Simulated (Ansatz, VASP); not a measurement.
KCl in VASP and in Ansatz

INCAR

```
PREC = Accurate ; ENCUT = 520
EDIFF = 1E-7 ; ISMEAR = 0
SIGMA = 0.05 ; LREAL = F
LASPH = T ; NELM = 80
ALGO = Normal ; ISIF = 2
LWAVE = F ; LCHARG = F
GGA = PS ; NBANDS = 15
```

File KPOINTS:

```
regular mesh
0
Gamma
  6 6 6
```

Contents of POSCAR:

```
KCl
1.0
    3.7432161000      0.0000000000      0.0000000000
    0.0000000000      3.7432161000      0.0000000000
    0.0000000000      0.0000000000      3.7432161000
K Cl
1 1
Direct
    0.0000000000      0.0000000000      0.0000000000
    0.5000000000      0.5000000000      0.5000000000
```

Input for Ansatz:

```yaml
crystal:
  lattice:
    - [3.7432161, 0.0, 0.0]
    - [0.0, 3.7432161, 0.0]
    - [0.0, 0.0, 3.7432161]
  atoms:
    - { symbol: K, position: [0.0, 0.0, 0.0] }
    - { symbol: Cl, position: [0.5, 0.5, 0.5] }
basis:
  ecutwfc: 420
kpoints:
  mp_grid: { grid: [6, 6, 6] }
hamiltonian:
  xc: pbesol
scf:
  occupations: { method: gaussian, width: 0.05 }
output:
  forces: true
  stress: true
  eigenvalues: true
```

Change from the starting cell: strain -0.025 along x and y, -0.025 along z, atoms carried along.

Alike in both runs: task single point; functional PBEsol; k mesh 6 × 6 × 6; occupations gaussian, width 0.05 eV; no spin polarisation.

```csv
,VASP,Ansatz
version,VASP 6.6.1,Ansatz 0.2.0
potentials or method,"VASP PAW PBE potentials, release 64 (K_sv, Cl), cutoff 520 eV","scalar-relativistic, plane waves, PAW"
valence electrons in the cell,16,16
```

```tsv
	VASP	Ansatz	Ansatz less VASP
gap on the k mesh at the Fermi level (eV)	4.94	4.94	+0.004
least direct gap on the mesh (eV)	5.16	5.16	+0.003
pressure (GPa)	0.0	-0.1	-0.05
```

VASP's potentials were made for PBE, not for PBEsol.
